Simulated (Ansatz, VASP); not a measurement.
# GaSb in VASP and in Ansatz

```
CELL_PARAMETERS angstrom
0.00000 3.14784 3.14784
3.14784 0.00000 3.14784
3.14784 3.14784 0.00000
ATOMIC_POSITIONS crystal
Ga 0.00000 0.00000 0.00000
Sb 0.75000 0.75000 0.75000
```

Alike in both runs: task single point; functional PBE; k mesh 10 × 10 × 10; occupations gaussian, width 0.05 eV; no spin polarisation.

```csv
,VASP,Ansatz
version,VASP 6.6.1,Ansatz 0.2.0
potentials or method,"VASP PAW PBE potentials, release 64 (Ga_d, Sb), cutoff 520 eV","scalar-relativistic, plane waves, PAW"
valence electrons in the cell,18,28
```

|  | VASP | Ansatz | Ansatz less VASP |
| --- | --- | --- | --- |
| gap on the k mesh at the Fermi level (eV) | none | none | - |
| pressure (GPa) | -1.5 | -1.6 | -0.06 |

A gap of «none» marks a metal or a gap that the smearing closes. With one functional, cell and mesh, what is left measures potentials, basis and numerics. VASP's potentials hold 18 valence electrons a cell and Ansatz's 28, so a difference there can come from the potentials and not from the codes.

Spin-orbit coupling is off throughout.
